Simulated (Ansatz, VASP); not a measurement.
TaN: VASP beside Ansatz

INCAR

```
PREC = Accurate
ENCUT = 520
EDIFF = 1E-7
ISMEAR = 0
SIGMA = 0.15
LREAL = F
LASPH = T
NELM = 60
ALGO = Normal
ISIF = 2
LWAVE = F
LCHARG = T
GGA = PS
LELF = T
LVHAR = T
NBANDS = 15
```

KPOINTS

```
Automatic mesh
0
Gamma
  21 21 18
```

File POSCAR:

```
TaN
1.0
    3.0812704429      0.0000000000      0.0000000000
   -1.5406352214      2.6684584795      0.0000000000
    0.0000000000      0.0000000000      2.7919391483
Ta N
1 1
Direct
    0.3333333333      0.6666666667      0.5000000000
    0.0000000000      0.0000000000      0.0000000000
```

Input for Ansatz:

```yaml
crystal:
  lattice:
    - [3.0812704429, 0.0, 0.0]
    - [-1.5406352214, 2.6684584795, 0.0]
    - [0.0, 0.0, 2.7919391483]
  atoms:
    - { symbol: Ta, position: [0.3333333333, 0.6666666667, 0.5] }
    - { symbol: "N", position: [0.0, 0.0, 0.0] }
basis:
  ecutwfc: 520.0
kpoints:
  mp_grid: { grid: [21, 21, 18] }
hamiltonian:
  xc: pbesol
scf:
  occupations: { method: gaussian, width: 0.15 }
output:
  forces: true
  stress: true
  eigenvalues: true
```

Alike in both runs: task single point; functional PBEsol; k mesh 21 × 21 × 18; occupations gaussian, width 0.15 eV; no spin polarisation.

|  | VASP | Ansatz |
| --- | --- | --- |
| version | VASP 6.6.1 | Ansatz 0.2.0 |
| potentials or method | VASP PAW PBE potentials, release 64 (Ta_pv, N), cutoff 520 eV | scalar-relativistic, plane waves, PAW |
| valence electrons in the cell | 16 | 18 |

Ansatz gave:

| Property | Result |
| --- | --- |
| gap on the k mesh at the Fermi level (eV) | none |
| pressure (GPa) | -20.5 |
| traceless stress, the component that is largest in VASP (GPa) | 29.03 |

Task: Which values does VASP return?

Result: gap on the k mesh at the Fermi level (eV): none; pressure (GPa): -19.9; traceless stress, the component that is largest in VASP (GPa): 29.14.

VASP's potentials were made for PBE, not for PBEsol. A gap of «none» marks a metal or a gap that the smearing closes. VASP's potentials hold 16 valence electrons a cell and Ansatz's 18, so a difference there can come from the potentials and not from the codes.

Spin-orbit coupling is off throughout.
